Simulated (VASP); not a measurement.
# CdF2 (I4mm) in VASP: further runs

CdF2 is run at these levels: PBEsol; tasks: single point.

All numbers are computed with VASP 6.6.1; they aren't measurements. Logs are shortened: lines on timing, memory, paths and dates and some standing lists are left out, and cuts for length are marked.

**1. The cell of the first run**

Symmetry: I4mm, No. 107, tetragonal system. The conventional cell has a = 3.810 Å, b = 3.810 Å, c = 5.388 Å, α = 90.00°, β = 90.00°, γ = 90.00°. Cd (site symmetry 4mm) has 8 F at 2.28 to 2.39 Å within 3.0 Å. Within 3.0 Å of F (site symmetry 2mm) lie 4 Cd at 2.28 to 2.39 Å and 6 F at 2.69 Å.

**2. Single point, PBEsol (all Cd atoms moved -0.100 Å, as atom 1 along Cartesian [0 1 0])**

Input file INCAR:

```
SYSTEM = CdF2
  PREC = Accurate
  ENCUT = 520
  EDIFF = 1E-6
  ISMEAR = 0
  SIGMA = 0.05
  LREAL = .FALSE.
  LASPH = .TRUE.
  NELM = 80
  ALGO = Normal
  ISIF = 2
  LWAVE = .FALSE.
  LCHARG = .FALSE.
  GGA = PS
  NBANDS = 20
```

Input file KPOINTS:

```
Automatic mesh
0
G
  8 8 8
  0 0 0
```

Input file POSCAR:

```
CdF2
1.0
    0.0000000000      2.6940000000      2.6940000000
    2.6940000000      0.0000000000      2.6940000000
    2.6940000000      2.6940000000      0.0000000000
Cd F
1 2
Direct
   -0.0185597624      0.0185597624     -0.0185597624
    0.2500000000      0.2500000000      0.2500000000
    0.7500000000      0.7500000000      0.7500000000
```

Potentials or basis: VASP PAW PBE potentials, release 64 (Cd, F).

Command:

```
cat potpaw_PBE.64/Cd/POTCAR potpaw_PBE.64/F/POTCAR > POTCAR
mpirun -np 1 vasp_std > vasp.out
```

OUTCAR:

```text
SYSTEM = CdF2
   PREC = Accurate
   ENCUT = 520
   EDIFF = 1E-6
   ISMEAR = 0
   LREAL = .FALSE.
   LASPH = .TRUE.
   NELM = 80
   ISIF = 2
   GGA = PS

 ion  position               nearest neighbor table
   1  0.981  0.019  0.981-   3 2.28   3 2.28   2 2.28   2 2.28   3 2.39   3 2.39   2 2.39   2 2.39

   2  0.250  0.250  0.250-   1 2.28   1 2.28   1 2.39   1 2.39
   3  0.750  0.750  0.750-   1 2.28   1 2.28   1 2.39   1 2.39

  LATTYP: Found a face centered cubic cell.
 ALAT       =     5.3880000000

  Lattice vectors:

 A1 = (   0.0000000000,   2.6940000000,   2.6940000000)
 A2 = (   2.6940000000,   0.0000000000,   2.6940000000)
 A3 = (   2.6940000000,   2.6940000000,   0.0000000000)

Analysis of symmetry for initial positions (statically):
=====================================================================
 Subroutine PRICEL returns:
 Original cell was already a primitive cell.

 Routine SETGRP: Setting up the symmetry group for a
 face centered cubic supercell.

 Subroutine GETGRP returns: Found  8 space group operations
 (whereof  8 operations were pure point group operations)
 out of a pool of 48 trial point group operations.

The static configuration has the point symmetry C_4v.

Analysis of symmetry for dynamics (positions and initial velocities):
=====================================================================
 Subroutine PRICEL returns:
 Original cell was already a primitive cell.

 Routine SETGRP: Setting up the symmetry group for a
 face centered cubic supercell.

 Subroutine GETGRP returns: Found  8 space group operations
 (whereof  8 operations were pure point group operations)
 out of a pool of 48 trial point group operations.

The dynamic configuration has the point symmetry C_4v.

 Subroutine INISYM returns: Found  8 space group operations
 (whereof  8 operations are pure point group operations),
 and found     1 'primitive' translations

----------------------------------------------------------------------------------------

                                     Primitive cell

  volume of cell :      39.1041

  direct lattice vectors                    reciprocal lattice vectors
     0.000000000  2.694000000  2.694000000    -0.185597624  0.185597624  0.185597624
     2.694000000  0.000000000  2.694000000     0.185597624 -0.185597624  0.185597624
     2.694000000  2.694000000  0.000000000     0.185597624  0.185597624 -0.185597624

  length of vectors
     3.809891337  3.809891337  3.809891337     0.321464515  0.321464515  0.321464515

  position of ions in fractional coordinates (direct lattice)
     0.981440238  0.018559762  0.981440238
     0.250000000  0.250000000  0.250000000
     0.750000000  0.750000000  0.750000000

  ion indices of the primitive-cell ions
   primitive index   ion index
                 1           1
                 2           2
                 3           3

----------------------------------------------------------------------------------------

 KPOINTS: Automatic mesh

Automatic generation of k-mesh.
 Grid dimensions read from file:
 generate k-points for:    8    8    8

 Generating k-lattice:

  Cartesian coordinates                     Fractional coordinates (reciprocal lattice)
    -0.023199703  0.023199703  0.023199703     0.125000000  0.000000000  0.000000000
     0.023199703 -0.023199703  0.023199703     0.000000000  0.125000000  0.000000000
     0.023199703  0.023199703 -0.023199703     0.000000000  0.000000000  0.125000000

  Length of vectors
     0.040183064  0.040183064  0.040183064

  Shift w.r.t. Gamma in fractional coordinates (k-lattice)
     0.000000000  0.000000000  0.000000000

 Subroutine IBZKPT returns following result:
 ===========================================

 Found     59 irreducible k-points:

 Following reciprocal coordinates:
            Coordinates               Weight
  0.000000  0.000000  0.000000      1.000000
  0.125000  0.000000  0.000000      8.000000
  0.250000  0.000000  0.000000      8.000000
  0.375000  0.000000  0.000000      8.000000
  0.500000  0.000000  0.000000      4.000000
  0.125000  0.125000  0.000000      4.000000
[... 16 lines left out ...]
  0.250000  0.000000  0.375000      8.000000
  0.500000  0.250000  0.000000     16.000000
 [... further k-points ...]
   k-points           NKPTS =     59   k-points in BZ     NKDIM =     59   number of bands    NBANDS=     20
   number of dos      NEDOS =    301   number of ions     NIONS =      3
   total plane-waves  NPLWV =  21952
   dimension x,y,z NGX =    28 NGY =   28 NGZ =   28
   dimension x,y,z NGXF=    56 NGYF=   56 NGZF=   56
   ions per type =               1   2
   NGX,Y,Z   is equivalent  to a cutoff of  12.22, 12.22, 12.22 a.u.
   NGXF,Y,Z  is equivalent  to a cutoff of  24.44, 24.44, 24.44 a.u.
 SYSTEM =  CdF2
   PREC   = accura    normal or accurate (medium, high low for compatibility)
   ISTART =      0    job   : 0-new  1-cont  2-samecut
   ICHARG =      2    charge: 1-file 2-atom 10-const
   ISPIN  =      1    spin polarized calculation?
   LNONCOLLINEAR =      F non collinear calculations
   LSORBIT =      F    spin-orbit coupling
   LASPH  =      T    aspherical Exc in radial PAW
   ENCUT  =  520.0 eV  38.22 Ry    6.18 a.u.   7.08  7.08  7.08*2*pi/ulx,y,z
   NELM   =     80;   NELMIN=  2; NELMDL= -5     # of ELM steps
   EDIFF  = 0.1E-05   stopping-criterion for ELM
   LREAL  =      F    real-space projection
   EDIFFG = 0.1E-04   stopping-criterion for IOM
   NSW    =      0    number of steps for IOM
   IBRION =     -1    ionic relax: 0-MD 1-quasi-New 2-CG
   NFREE  =      0    steps in history (QN), initial steepest desc. (CG)
   ISIF   =      2    stress and relaxation
   ISYM   =      2    0-nonsym 1-usesym 2-fastsym
   POTIM  = 0.5000    time-step for ionic-motion
   TEBEG  =    0.0;   TEEND  =   0.0 temperature during run
   PSTRESS=    0.0 pullay stress
   NELECT =      26.0000    total number of electrons
   NUPDOWN=      -1.0000    fix difference up-down
   EMIN   =  10.00;   EMAX   =-10.00  energy-range for DOS
   EFERMI =   0.00;   METHOD = LEGACY
   ISMEAR =     0;   SIGMA  =   0.05  broadening in eV -4-tet -1-fermi 0-gaus
   EFERMI_NEDOS =   21; number of points for ismear=-14 and -15
   IALGO  =     38    algorithm
   IMIX   =      4    mixing-type and parameters
     AMIX     =   0.40;   BMIX     =  1.00
     AMIX_MAG =   1.60;   BMIX_MAG =  1.00
  volume/ion in A,a.u.               =      13.03        87.96
  Fermi-wavevector in a.u.,A,eV,Ry     =   1.428867  2.700166 27.778468  2.041660
  Thomas-Fermi vector in A             =   2.548882
   LORBIT       =      0    0 simple, 1 ext, 2 COOP (PROOUT), +10 PAW based schemes
   GGA     = PS    functional components
   LHFCALC =     F    Hartree Fock is set to
   AEXX    =    0.0000 exact exchange contribution
   IVDW    =     0    specifies the selected vdW correction
   LEPSILON=     F    determine dielectric tensor
   LRPA    =     F    only Hartree local field effects (RPA)
 non-spin polarized calculation
 Gauss-broadening in eV      SIGMA  =   0.05
  energy-cutoff  :      520.00
  volume of cell :       39.10
 maximum number of plane-waves:      1067
   NGX = 15   NGY = 15   NGZ = 15

 number of electron      25.9999989 magnetization

 Free energy of the ion-electron system (eV)
  ---------------------------------------------------
  ext. energy  EPLUGINS =         0.00000000
  ---------------------------------------------------
  free energy    TOTEN  =       -11.56634144 eV

  energy without entropy =      -11.56634144  energy(sigma->0) =      -11.56634144

 E-fermi :  -1.2212     XC(G=0): -10.7054

 val. band max:       -1.4311576002   @ k =  -0.2500   0.5000   0.2500
 cond. band min:       1.4646885003   @ k =   0.0000   0.0000   0.0000
 fundamental gap:      2.8958461005
 Fermi energy:        -1.2212113977

 k-point     1 :       0.0000    0.0000    0.0000
  band No.  band energies     occupation
      1     -22.1693      2.00000
      2     -21.0381      2.00000
      3      -7.0827      2.00000
      4      -7.0827      2.00000
      5      -7.0580      2.00000
      6      -5.8421      2.00000
[... 12 lines left out ...]
     19      18.1448      0.00000
     20      18.2349      0.00000

 k-point     2 :       0.1250    0.0000    0.0000
  band No.  band energies     occupation
      1     -22.1181      2.00000
      2     -21.0824      2.00000
      3      -7.0368      2.00000
      4      -7.0232      2.00000
      5      -6.8753      2.00000
      6      -5.8589      2.00000
[... 12 lines left out ...]
     19      17.8013      0.00000
     20      17.8379      0.00000

 k-point     3 :       0.2500    0.0000    0.0000
  band No.  band energies     occupation
      1     -21.9802      2.00000
      2     -21.2051      2.00000
      3      -6.8936      2.00000
      4      -6.8851      2.00000
      5      -6.4266      2.00000
      6      -5.8694      2.00000
[... 12 lines left out ...]
     19      17.1741      0.00000
     20      17.9557      0.00000

 k-point     4 :       0.3750    0.0000    0.0000
  band No.  band energies     occupation
      1     -21.7897      2.00000
      2     -21.3765      2.00000
      3      -6.7696      2.00000
      4      -6.7671      2.00000
      5      -5.8768      2.00000
      6      -5.8085      2.00000
[... 12 lines left out ...]
     19      16.6987      0.00000
     20      17.4936      0.00000

 k-point     5 :       0.5000    0.0000    0.0000
  band No.  band energies     occupation
      1     -21.6168      2.00000
      2     -21.5408      2.00000
      3      -6.7338      2.00000
      4      -6.7258      2.00000
      5      -5.7591      2.00000
      6      -5.7562      2.00000
[... 12 lines left out ...]
     19      16.5287      0.00000
     20      17.1502      0.00000
[... 353 lines left out ...]
      6      -6.2245      2.00000
[... 12 lines left out ...]
     19      18.8133      0.00000
     20      19.6283      0.00000

 k-point    22 :       0.3750    0.2500    0.0000
  band No.  band energies     occupation
      1     -21.8188      2.00000
      2     -21.3280      2.00000
      3      -6.6108      2.00000
      4      -6.5702      2.00000
      5      -6.3153      2.00000
      6      -5.9416      2.00000
[... 12 lines left out ...]
     19      18.7311      0.00000
     20      19.2646      0.00000

 k-point    23 :       0.2500    0.0000    0.3750
  band No.  band energies     occupation
      1     -21.8195      2.00000
      2     -21.3294      2.00000
      3      -6.6060      2.00000
      4      -6.5747      2.00000
      5      -6.3257      2.00000
      6      -5.9678      2.00000
[... 12 lines left out ...]
     19      18.7472      0.00000
     20      19.2550      0.00000

 k-point    24 :       0.5000    0.2500    0.0000
  band No.  band energies     occupation
      1     -21.6765      2.00000
      2     -21.4537      2.00000
      3      -6.6140      2.00000
      4      -6.4557      2.00000
      5      -6.1129      2.00000
      6      -5.7639      2.00000
[... 12 lines left out ...]
     19      18.2630      0.00000
     20      19.7199      0.00000

 [... further k-points ...]
[... 5 lines left out ...]
  --------------------------------------------------------------------------------------
  -------------------------------------------------------------------------------------
  Total        0.3067143      0.1992162      0.3067143      0.0000000      0.0000000     -0.0000000
  in kB       12.5667155      8.1622994     12.5667155      0.0000000      0.0000000     -0.0000000
  external PRESSURE =      11.0985768 kB  Pullay stress =       0.0000000 kB

 VOLUME and BASIS-vectors are now :
 -----------------------------------------------------------------------------
  energy-cutoff  :      520.00
  volume of cell :       39.10
      direct lattice vectors                 reciprocal lattice vectors
     0.000000000  2.694000000  2.694000000    -0.185597624  0.185597624  0.185597624
     2.694000000  0.000000000  2.694000000     0.185597624 -0.185597624  0.185597624
     2.694000000  2.694000000  0.000000000     0.185597624  0.185597624 -0.185597624

 POSITION                                       TOTAL-FORCE (eV/Angst)
 -----------------------------------------------------------------------------------
      2.69400      5.28800      2.69400         0.000000      0.534809      0.000000
      1.34700      1.34700      1.34700         0.000000     -0.267405      0.000000
      4.04100      4.04100      4.04100        -0.000000     -0.267405     -0.000000
 -----------------------------------------------------------------------------------
    total drift:                                0.000001      0.000220      0.000001

  FREE ENERGIE OF THE ION-ELECTRON SYSTEM (eV)
  ---------------------------------------------------
  free  energy   TOTEN  =       -11.5663414416 eV

  energy  without entropy=      -11.5663414416  energy(sigma->0) =      -11.56634144
```

It took 56 s on 1 thread of AMD EPYC 7R13 (Zen 3), shared host; peak memory 0.15 GiB.

Results:

```
Free energy            : -11.5663 eV
Pressure               : 1.1 GPa
Largest force          : 0.535 eV/Å
Band gap on the k mesh : 2.90 eV, indirect (least direct gap 3.39 eV)
```

Forces in eV/Å, atoms in the order of the input:
```
Cd   0.000  0.535  0.000
F    0.000 -0.267  0.000
F    0.000 -0.267  0.000
```

Caveat: the cell differs from its parent crystal (all Cd atoms moved -0.100 Å, as atom 1 along Cartesian [0 1 0]); the PAW data sets were made with another functional, which shifts forces and pressure a little.

**3. Single point, PBEsol (all Cd atoms moved +0.075 Å, as atom 1 along Cartesian [0 1 0])**

Input file INCAR:

```
ALGO = Normal
EDIFF = 1E-6
ENCUT = 520
GGA = PS
ISIF = 2
ISMEAR = 0
LASPH = T
LCHARG = F
LREAL = F
LWAVE = F
NBANDS = 20
NELM = 60
PREC = Accurate
SIGMA = 0.05
```

Input file KPOINTS:

```
k-points
0
Gamma
  8 8 8
```

POSCAR: that of step 2 with these lines changed.

```diff
@@ -8,3 +8,3 @@
 Direct
-   -0.0185597624      0.0185597624     -0.0185597624
+    0.0139198218     -0.0139198218      0.0139198218
     0.2500000000      0.2500000000      0.2500000000
```

Potentials or basis: VASP PAW PBE potentials, release 64 (Cd, F).

Command:

```
cat potpaw_PBE.64/Cd/POTCAR potpaw_PBE.64/F/POTCAR > POTCAR
mpirun -np 1 vasp_std > vasp.out
```

Wall time 54 s (1 thread of AMD EPYC 7R13 (Zen 3), shared host); peak memory 0.15 GiB.

The run converged. Its results:

```
Free energy            : -11.5780 eV
Pressure               : 0.9 GPa
Largest force          : 0.400 eV/Å
Band gap on the k mesh : 2.90 eV, indirect (least direct gap 3.39 eV)
```

Forces on the atoms (eV/Å):
```
Cd   0.000 -0.400  0.000
F    0.000  0.200  0.000
F    0.000  0.200  0.000
```

Stress tensor (GPa, compression positive):
```
0.94 0.00 0.00
0.00 0.69 0.00
0.00 0.00 0.94
```

Levels at points of the mesh, in eV from the valence-band top:
| k point | band 9 | band 10 | band 11 | band 12 | band 13 | band 14 | band 15 | band 16 | band 17 | band 18 |
| --- | --- | --- | --- | --- | --- | --- | --- | --- | --- | --- |
| (0.00, 0.00, 0.00) | -1.00 | -0.98 | -0.50 | -0.50 | -0.49 | 2.90 | 12.50 | 12.51 | 12.51 | 17.37 |
| (0.50, 0.00, 0.00) | -2.32 | -1.88 | -1.87 | -0.40 | -0.40 | 7.05 | 8.97 | 14.32 | 14.32 | 17.95 |
| (0.50, 0.50, 0.00) | -3.01 | -2.88 | -0.51 | -0.11 | -0.09 | 7.87 | 9.47 | 11.66 | 14.12 | 14.14 |
| (0.50, 0.00, 0.50) | -3.00 | -3.00 | -0.50 | -0.10 | -0.10 | 7.87 | 9.45 | 11.68 | 14.11 | 14.11 |

Caveat: the cell differs from its parent crystal (all Cd atoms moved +0.075 Å, as atom 1 along Cartesian [0 1 0]); the PAW data sets were made with another functional, which shifts forces and pressure a little.
